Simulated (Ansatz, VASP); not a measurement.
# Two plane-wave programs on SbS5

```
CELL_PARAMETERS angstrom
5.95870 0.00000 0.00000
-2.97935 5.16039 0.00000
0.00000 0.00000 4.81370
ATOMIC_POSITIONS crystal
Sb 0.00000 0.00000 0.00000
S 0.33333 0.66667 0.00000
S 0.66667 0.33333 0.00000
S 0.50000 0.00000 0.50000
S 0.50000 0.50000 0.50000
S 0.00000 0.50000 0.50000
```

Change from the starting cell: species swapped into the SmCu5 type (P6/mmm, No. 191).

Alike in both runs: task single point; functional PBE; k mesh 3 × 3 × 4; occupations gaussian, width 0.1 eV; no spin polarisation.

|  | VASP | Ansatz |
| --- | --- | --- |
| version | VASP 6.6.1 | Ansatz 0.2.0 |
| potentials or method | VASP PAW PBE potentials, release 64 (Sb, S), cutoff 520 eV | scalar-relativistic, plane waves, PAW |
| valence electrons in the cell | 35 | 45 |

```tsv
	VASP	Ansatz	Ansatz less VASP
gap on the k mesh at the Fermi level (eV)	none	none	-
pressure (GPa)	-10.6	-10.5	+0.07
traceless stress, the component that is largest in VASP (GPa)	-1.31	-1.30	+0.009
```

A gap of «none» marks a metal or a gap that the smearing closes. The functional is the same, so the differences come from potentials, cutoffs and numerics. VASP's potentials hold 35 valence electrons a cell and Ansatz's 45, so a difference there can come from the potentials and not from the codes.

The k mesh is coarse, so the values compare programs but aren't converged. Spin-orbit coupling is off throughout.
